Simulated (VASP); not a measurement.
# SnSe (Fm-3m) in VASP: further runs

Aim: see how the results for SnSe move with the level of theory and the settings. Levels: r2SCAN, PBE. Tasks: relaxation of cell and atoms, single point.

Everything below comes from runs of VASP 6.6.1. Logs are shortened: lines on timing, memory, paths and dates and some standing lists are left out, and cuts for length are marked.

## Step 1: The cell of the first run

Symmetry: Fm-3m, No. 225, cubic system. The conventional cell has a = 6.056 Å, b = 6.056 Å, c = 6.056 Å, α = 90.00°, β = 90.00°, γ = 90.00°. Sn (site symmetry m-3m) has 6 Se at 3.03 Å within 4.0 Å. Within 4.0 Å of Se (site symmetry m-3m) lie 6 Sn at 3.03 Å.

## Step 2: Relaxation of cell and atoms, r2SCAN

Input file POSCAR:

```
SnSe
1.0
    0.0000000000      3.0281454333      3.0281454333
    3.0281454333      0.0000000000      3.0281454333
    3.0281454333      3.0281454333      0.0000000000
Sn Se
1 1
Direct
    0.0000000000      0.0000000000      0.0000000000
    0.5000000000      0.5000000000      0.5000000000
```

Input file INCAR.step1:

```
  PREC = Accurate
  ENCUT = 600
  ISMEAR = -1
  SIGMA = 0.02
  LREAL = F
  LASPH = T
  NELM = 80
  GGA = PE
  ALGO = Normal
  EDIFF = 1E-4
  LWAVE = T
  LCHARG = F
```

Input file INCAR.step2:

```
  PREC = Accurate
  ENCUT = 600
  EDIFF = 1E-6
  ISMEAR = -1
  SIGMA = 0.02
  LREAL = F
  LASPH = T
  NELM = 80
  ALGO = Normal
  ISIF = 3
  LWAVE = F
  LCHARG = F
  METAGGA = R2SCAN
  LMIXTAU = T
  IBRION = 2
  NSW = 80
  EDIFFG = -0.005
  ISTART = 1
```

Input file KPOINTS:

```
regular mesh
0
Gamma
  6 6 6
```

Potentials or basis: VASP PAW PBE potentials, release 64 (Sn_d, Se).

Launch:

```bash
$ cat potpaw_PBE.64/Sn_d/POTCAR potpaw_PBE.64/Se/POTCAR > POTCAR
$ cp INCAR.step1 INCAR
$ mpirun -np 1 vasp_std > vasp.out
$ cp INCAR.step2 INCAR
$ mpirun -np 1 vasp_std > vasp.out
```

OUTCAR:

```text
PREC = Accurate
   ENCUT = 600
   EDIFF = 1E-6
   ISMEAR = -1
   LREAL = F
   LASPH = T
   NELM = 80
   ISIF = 3
   METAGGA = R2SCAN
   IBRION = 2
   NSW = 80
   EDIFFG = -0.005
   ISTART = 1

 ion  position               nearest neighbor table
   1  0.000  0.000  0.000-   2 3.03   2 3.03   2 3.03   2 3.03   2 3.03   2 3.03
   2  0.500  0.500  0.500-   1 3.03   1 3.03   1 3.03   1 3.03   1 3.03   1 3.03

  LATTYP: Found a face centered cubic cell.
 ALAT       =     6.0562908666

  Lattice vectors:

 A1 = (   0.0000000000,   3.0281454333,   3.0281454333)
 A2 = (   3.0281454333,   0.0000000000,   3.0281454333)
 A3 = (   3.0281454333,   3.0281454333,   0.0000000000)

Analysis of symmetry for initial positions (statically):
=====================================================================
 Subroutine PRICEL returns:
 Original cell was already a primitive cell.

 Routine SETGRP: Setting up the symmetry group for a
 face centered cubic supercell.

 Subroutine GETGRP returns: Found 48 space group operations
 (whereof 48 operations were pure point group operations)
 out of a pool of 48 trial point group operations.

The static configuration has the point symmetry O_h .

Analysis of symmetry for dynamics (positions and initial velocities):
=====================================================================
 Subroutine PRICEL returns:
 Original cell was already a primitive cell.

 Routine SETGRP: Setting up the symmetry group for a
 face centered cubic supercell.

 Subroutine GETGRP returns: Found 48 space group operations
 (whereof 48 operations were pure point group operations)
 out of a pool of 48 trial point group operations.

The dynamic configuration has the point symmetry O_h .

 Subroutine INISYM returns: Found 48 space group operations
 (whereof 48 operations are pure point group operations),
 and found     1 'primitive' translations

----------------------------------------------------------------------------------------

                                     Primitive cell

  volume of cell :      55.5342

  direct lattice vectors                    reciprocal lattice vectors
     0.000000000  3.028145433  3.028145433    -0.165117565  0.165117565  0.165117565
     3.028145433  0.000000000  3.028145433     0.165117565 -0.165117565  0.165117565
     3.028145433  3.028145433  0.000000000     0.165117565  0.165117565 -0.165117565

  length of vectors
     4.282444341  4.282444341  4.282444341     0.285992012  0.285992012  0.285992012

  position of ions in fractional coordinates (direct lattice)
     0.000000000  0.000000000  0.000000000
     0.500000000  0.500000000  0.500000000

  ion indices of the primitive-cell ions
[... 65 lines left out ...]
   NELM   =     80;   NELMIN=  2; NELMDL=  0     # of ELM steps
   EDIFF  = 0.1E-05   stopping-criterion for ELM
   LREAL  =      F    real-space projection
   EDIFFG = -.5E-02   stopping-criterion for IOM
   NSW    =     80    number of steps for IOM
   IBRION =      2    ionic relax: 0-MD 1-quasi-New 2-CG
   NFREE  =      1    steps in history (QN), initial steepest desc. (CG)
   ISIF   =      3    stress and relaxation
   ISYM   =      2    0-nonsym 1-usesym 2-fastsym
   POTIM  = 0.5000    time-step for ionic-motion
   TEBEG  =    0.0;   TEEND  =   0.0 temperature during run
   PSTRESS=    0.0 pullay stress
   NELECT =      20.0000    total number of electrons
   NUPDOWN=      -1.0000    fix difference up-down
   EMIN   =  10.00;   EMAX   =-10.00  energy-range for DOS
   EFERMI =   0.00;   METHOD = LEGACY
   ISMEAR =    -1;   SIGMA  =   0.02  broadening in eV -4-tet -1-fermi 0-gaus
   EFERMI_NEDOS =   21; number of points for ismear=-14 and -15
   IALGO  =     38    algorithm
   IMIX   =      4    mixing-type and parameters
     AMIX     =   0.40;   BMIX     =  1.00
     AMIX_MAG =   1.60;   BMIX_MAG =  1.00
  volume/ion in A,a.u.               =      27.77       187.38
  Fermi-wavevector in a.u.,A,eV,Ry     =   1.164747  2.201052 18.458133  1.356635
  Thomas-Fermi vector in A             =   2.301281
   LORBIT       =      0    0 simple, 1 ext, 2 COOP (PROOUT), +10 PAW based schemes
   METAGGA = R2SCAN    functional components
   LHFCALC =     F    Hartree Fock is set to
   AEXX    =    0.0000 exact exchange contribution
   IVDW    =     0    specifies the selected vdW correction
   LEPSILON=     F    determine dielectric tensor
   LRPA    =     F    only Hartree local field effects (RPA)
 conjugate gradient relaxation of ions
 non-spin polarized calculation
  energy-cutoff  :      600.00
  volume of cell :       55.53
 maximum number of plane-waves:      1874
 NGX is ok and might be reduce to    36
   NGX = 17   NGY = 17   NGZ = 17

--------------------------------------- Ionic step        1  -------------------------------------------

 number of electron      20.0000000 magnetization

 Free energy of the ion-electron system (eV)
  ---------------------------------------------------
  ext. energy  EPLUGINS =         0.00000000
  ---------------------------------------------------
  free energy    TOTEN  =       -39.88748300 eV

  energy without entropy =      -39.88748160  energy(sigma->0) =      -39.88748230

------------------------ aborting loop because EDIFF is reached ----------------------------------------

  FORCE on cell =-STRESS in cart. coord.  units (eV):
  Direction    XX          YY          ZZ          XY          YZ          ZX
  --------------------------------------------------------------------------------------
  -------------------------------------------------------------------------------------
  Total       -0.4591761     -0.4591761     -0.4591761      0.0000000      0.0000000      0.0000000
  in kB      -13.2473715    -13.2473715    -13.2473715      0.0000000      0.0000000      0.0000000
  external PRESSURE =     -13.2473715 kB  Pullay stress =       0.0000000 kB
[... 59 lines left out ...]
--------------------------------------- Ionic step        3  -------------------------------------------

 number of electron      19.9999999 magnetization

 Free energy of the ion-electron system (eV)
  ---------------------------------------------------
  ext. energy  EPLUGINS =         0.00000000
  ---------------------------------------------------
  free energy    TOTEN  =       -39.89353444 eV

  energy without entropy =      -39.89353434  energy(sigma->0) =      -39.89353439

 E-fermi :   6.0327     XC(G=0): -10.2357

 val. band max:        5.7878758105   @ k =   0.5000   0.0000   0.0000
 cond. band min:       6.2774423146   @ k =   0.5000   0.0000   0.0000
 fundamental gap:      0.4895665041
 Fermi energy:         6.0326585482

 k-point     1 :       0.0000    0.0000    0.0000
  band No.  band energies     occupation
      1     -16.7574      2.00000
      2     -16.7574      2.00000
      3     -16.7544      2.00000
      4     -16.7544      2.00000
      5     -16.7544      2.00000
      6      -8.9998      2.00000
      7       0.5625      2.00000
      8       3.1207      2.00000
      9       3.1207      2.00000
     10       3.1207      2.00000
     11      10.1816      0.00000
     12      10.1816      0.00000
     13      10.1816      0.00000
     14      11.8245      0.00000
[... 282 lines left out ...]
  FREE ENERGIE OF THE ION-ELECTRON SYSTEM (eV)
  ---------------------------------------------------
  free  energy   TOTEN  =       -39.8935344369 eV

  energy  without entropy=      -39.8935343420  energy(sigma->0) =      -39.89353439

 reached required accuracy - stopping structural energy minimisation
```

OUTCAR.step1:

```text
PREC = Accurate
   ENCUT = 600
   ISMEAR = -1
   LREAL = F
   LASPH = T
   NELM = 80
[... 480 lines left out ...]
 -----------------------------------------------------------------------------------
      0.00000      0.00000      0.00000         0.000000      0.000000      0.000000
      3.02815      3.02815      3.02815         0.000000      0.000000     -0.000000
 -----------------------------------------------------------------------------------
    total drift:                               -0.000000      0.000000      0.000000

  FREE ENERGIE OF THE ION-ELECTRON SYSTEM (eV)
  ---------------------------------------------------
  free  energy   TOTEN  =        -8.2367413184 eV

  energy  without entropy=       -8.2367412459  energy(sigma->0) =       -8.23674128
```

It took 2.9 min on 1 thread of Intel Xeon 6975P-C, shared host; peak memory 0.24 GiB.

What came out:

* Free energy: -39.8935 eV
* Relaxed volume: 27.05 Å³/atom
* Relaxed cell: a = 4.245 Å, b = 4.245 Å, c = 4.245 Å, α = 60.00°, β = 60.00°, γ = 60.00°
* Space group after relaxing (to 0.05 Å): Fm-3m (No. 225)
* Energy gained by relaxing: 3.0 meV/atom
* Ionic steps: 3
* Pressure after relaxing: 0.0 GPa
* Band gap on the k mesh: 0.49 eV, direct

Step by step:
| step | energy change (eV) | largest force (eV/Å) | pressure (GPa) | volume (Å³) |
| --- | --- | --- | --- | --- |
| 1 | 0.0000 | 0.0000 | -1.32 | 55.53 |
| 2 | -0.0056 | 0.0000 | 0.41 | 53.71 |
| 3 | -0.0061 | 0.0000 | 0.02 | 54.11 |

Final structure:
```
Sn Se
1.0
     0.00000    3.00197    3.00197
     3.00197    0.00000    3.00197
     3.00197    3.00197    0.00000
Sn Se
1 1
Direct
  0.00000 0.00000 0.00000
  0.50000 0.50000 0.50000
```

Levels at points of the mesh, in eV from the valence-band top:
```csv
k point,band 8,band 9,band 10,band 11,band 12,band 13
"(0.00, 0.00, 0.00)",-2.67,-2.67,-2.67,4.39,4.39,4.39
"(0.50, 0.00, 0.00)",-2.40,-2.40,0.00,0.49,1.13,1.13
"(0.50, 0.50, 0.00)",-6.00,-4.14,-4.14,3.09,5.51,5.51
```

Caveat: the PAW data sets were made with another functional, which shifts forces and pressure a little; spin-orbit coupling is left out, which moves the levels of the heavy elements.

## Step 3: Single point, PBE, non-collinear spin, zero start, spin-orbit coupling

This run uses another cell than the first one, of 27.06 Å³/atom, 0.974 times its volume.

Input file INCAR:

```
PREC = Accurate
ENCUT = 520
EDIFF = 1E-6
ISMEAR = -1
SIGMA = 0.02
LREAL = F
LASPH = T
NELM = 150
ALGO = Normal
ISIF = 2
LWAVE = F
LCHARG = F
MAGMOM = 0 0 0 0 0 0
LORBIT = 11
LSORBIT = T
GGA_COMPAT = F
LORBMOM = T
GGA = PE
NBANDS = 32
```

Input file KPOINTS:

```
Automatic mesh
0
Gamma
  8 8 8
```

Input file POSCAR:

```
SnSe
1.0
    0.0000000000      3.0021130771      3.0021130771
    3.0021130771      0.0000000000      3.0021130771
    3.0021130771      3.0021130771      0.0000000000
Sn Se
1 1
Direct
    0.0000000000      0.0000000000      0.0000000000
    0.5000000000      0.5000000000      0.5000000000
```

Potentials or basis: VASP PAW PBE potentials, release 64 (Sn_d, Se).

Launch:

```bash
$ cat potpaw_PBE.64/Sn_d/POTCAR potpaw_PBE.64/Se/POTCAR > POTCAR
$ mpirun -np 1 vasp_ncl > vasp.out
```

OUTCAR:

```text
PREC = Accurate
   ENCUT = 520
   EDIFF = 1E-6
   ISMEAR = -1
   LREAL = F
   LASPH = T
   NELM = 150
   ISIF = 2
   LORBIT = 11
   LSORBIT = T
   GGA = PE

 ion  position               nearest neighbor table
   1  0.000  0.000  0.000-   2 3.00   2 3.00   2 3.00   2 3.00   2 3.00   2 3.00
   2  0.500  0.500  0.500-   1 3.00   1 3.00   1 3.00   1 3.00   1 3.00   1 3.00

  LATTYP: Found a face centered cubic cell.
 ALAT       =     6.0042261542

  Lattice vectors:

 A1 = (   0.0000000000,   3.0021130771,   3.0021130771)
[... 1131 lines left out ...]
     0.0000000     0.0000083     0.0000000     0.0000083     0.0000000
    -0.0000015    -0.0000015     0.0000083     0.0000000     0.0000028
     0.0000111     0.0000028     0.0000000     0.0000028     0.0000000
 l=   3
     0.0000000     0.0000000     0.0000000     0.0000000     0.0000000     0.0000000     0.0000000
     0.0000000     0.0000000     0.0000000     0.0000000     0.0000000     0.0000000     0.0000000
     0.0000000     0.0000000     0.0000000     0.0000000     0.0000000     0.0000000     0.0000000
     0.0000000     0.0000000     0.0000000     0.0000000     0.0000000     0.0000000     0.0000000
     0.0000000     0.0000000     0.0000000     0.0000000     0.0000000     0.0000000     0.0000000
     0.0000000     0.0000000     0.0000000     0.0000000     0.0000000     0.0000000     0.0000000
     0.0000000     0.0000000     0.0000000     0.0000000     0.0000000     0.0000000     0.0000000

 total charge

# of ion       s       p       d       tot
------------------------------------------
    1        1.388   0.674   9.990  12.053
    2        1.478   2.294   0.026   3.799
--------------------------------------------------
tot          2.866   2.969  10.017  15.852

 magnetization (x)

# of ion       s       p       d       tot
------------------------------------------
    1        0.000   0.000   0.000   0.000
    2       -0.000   0.000   0.000  -0.000
--------------------------------------------------
tot         -0.000   0.000   0.000   0.000

 magnetization (y)

# of ion       s       p       d       tot
------------------------------------------
    1        0.000  -0.000   0.000  -0.000
    2       -0.000   0.000  -0.000  -0.000
--------------------------------------------------
tot         -0.000  -0.000  -0.000  -0.000

 magnetization (z)

# of ion       s       p       d       tot
------------------------------------------
    1        0.000  -0.000  -0.000  -0.000
    2        0.000   0.000   0.000   0.000
--------------------------------------------------
tot          0.000  -0.000   0.000  -0.000
```

stdout:

```text
POSCAR found type information on POSCAR SnSe
 POSCAR found :  2 types and       2 ions
 scaLAPACK will be used
 LDA part: xc-table for (Slater+PW92), standard interpolation
 POSCAR, INCAR and KPOINTS ok, starting setup
 FFT: planning ... GRIDC
 FFT: planning ... GRID_SOFT
 FFT: planning ... GRID
 WAVECAR not read
 entering main loop
```

Wall time 1.9 min (1 thread of Intel Xeon 6975P-C, shared host); peak memory 0.35 GiB.

Results:

```
Free energy                                           : -8.2804 eV
Pressure                                              : 1.3 GPa
Net moment                                            : 0.00 μB per cell
Valence electrons inside the program's atomic spheres : Sn 12.05; Se 3.80
```

Moments on the atoms (μB; x, y, z):
```
Sn  0.00 0.00 0.00
Se  0.00 0.00 0.00
```
